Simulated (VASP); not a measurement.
Input of a VASP 6.6.1 run:

File INCAR:

```
PREC = Accurate
ENCUT = 600
EDIFF = 1E-6
ISMEAR = 0
SIGMA = 0.1
LREAL = F
LASPH = T
NELM = 60
ALGO = Fast
ISIF = 3
LWAVE = F
LCHARG = F
GGA = PE
IBRION = 2
NSW = 100
EDIFFG = -0.01
```

KPOINTS

```
regular mesh
0
Gamma
  14 10 8
```

Contents of POSCAR:

```
C
1.0
    2.5692036545      0.0000000000      0.0000000000
    0.8605875209      3.7251453195      0.0000000000
    0.3496596887      1.5501859856      5.2256645416
C
6
Direct
    0.2891017699      0.7858511757      0.2185054635
    0.6259038468      0.3610809717      0.6910451725
    0.1884870908      0.1564080617      0.1026329324
    0.6195186023      0.4720692797      0.4081695141
    0.1632393642      0.4227234740      0.2603549925
    0.1137493262      0.3018670373      0.8192919250
```

Potentials or basis: VASP PAW PBE potentials, release 64 (C).

Launch:

```sh
$ cat potpaw_PBE.64/C/POTCAR > POTCAR
$ mpirun -np 1 vasp_std > vasp.out
```

**Question.** What does it give for the band gap on the k mesh?

**Answer.** Zero (bands 12 and 13 overlap by 0.04 eV).

**Question.** What does it give for the relaxed volume?

**Answer.** 8.33 Å³/atom.

Forces in eV/Å, atoms in the order of the input:
```
C    0.000 -0.001  0.004
C   -0.006  0.001 -0.004
C   -0.001 -0.004 -0.003
C    0.004  0.006 -0.005
C    0.004  0.006  0.002
C    0.000 -0.007  0.007
```

Caveat: this functional lacks dispersion, which binds layers or chains, so the pressure and a relaxed spacing across them are unreliable.
